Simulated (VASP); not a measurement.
Wanted: the native input for a VASP 6.6.1 run.

- Task: relaxation of cell and atoms
- Functional: PBE
- Potentials or basis: VASP PAW PBE potentials, release 64 (Al, Co, Ni)
- Cutoff: 600 eV
- k mesh: 4 × 4 × 4
- Occupations: gaussian, width 0.1 eV
- Spin: collinear spin, ferromagnetic start
- Starting moments: [0.0, 0.0, 0.0, 0.0, 3.0, 2.0, 2.0, 2.0] μB
- Dipole correction: no
- Further INCAR settings: ALGO = Normal; EDIFF = 1e-07; IBRION = 2; EDIFFG = -0.04; NSW = 90; ISIF = 3

The structure of Al4CoNi3 lies in POSCAR:

```
Al4CoNi3
1.0
    4.1773183500      0.0000000000      0.0000000000
    0.0000000000      4.1773183500      0.0000000000
    0.0000000000      0.0000000000      5.9076202700
Al Co Ni
4 1 3
Direct
    0.0000000000      0.5000000000      0.7500000000
    0.0000000000      0.5000000000      0.2500000000
    0.5000000000      0.0000000000      0.7500000000
    0.5000000000      0.0000000000      0.2500000000
    0.5000000000      0.5000000000      0.5000000000
    0.0000000000      0.0000000000      0.0000000000
    0.0000000000      0.0000000000      0.5000000000
    0.5000000000      0.5000000000      0.0000000000
```

The input as run:

INCAR

```
SYSTEM = Al4CoNi3
  PREC = Accurate
  ENCUT = 600
  EDIFF = 1E-7
  ISMEAR = 0
  SIGMA = 0.1
  LREAL = .FALSE.
  LASPH = .TRUE.
  NELM = 150
  ALGO = Normal
  ISIF = 3
  LWAVE = .FALSE.
  LCHARG = .FALSE.
  ISPIN = 2
  MAGMOM = 0 0 0 0 3 2 2 2
  LORBIT = 11
  LMAXMIX = 4
  GGA = PE
  IBRION = 2
  NSW = 90
  EDIFFG = -0.04
```

KPOINTS

```
Automatic mesh
0
G
  4 4 4
  0 0 0
```

Potentials or basis: VASP PAW PBE potentials, release 64 (Al, Co, Ni).

Command:

```console
$ cat potpaw_PBE.64/Al/POTCAR potpaw_PBE.64/Co/POTCAR potpaw_PBE.64/Ni/POTCAR > POTCAR
$ mpirun -np 1 vasp_std > vasp.out
```

Results of the run:

The relaxed volume is 12.05 Å³/atom and the relaxed cell is a = 4.091 Å, b = 4.091 Å, c = 5.762 Å, α = 90.00°, β = 90.00°, γ = 90.00°. The space group after relaxing (to 0.1 Å) is P4/mmm (No. 123). The energy gained by relaxing is 26.2 meV/atom. The ionic steps are 5, the pressure after relaxing is -0.1 GPa and the largest force after relaxing is 0.027 eV/Å. The net moment is 1.56 μB per cell, the site moments are Al +0.01; Co +0.91; Ni +0.13, +0.27, +0.21 μB and the valence electrons inside the program's atomic spheres are Al 0.80; Co 8.37; Ni 9.45, 9.44 (each value once).

Caveat: the k points lie up to 0.38 Å⁻¹ apart in the final cell.

It took 6.5 min on 1 thread of Intel(R) Xeon(R) 6975P-C (Granite Rapids), on a shared host, peak memory 0.37 GiB.
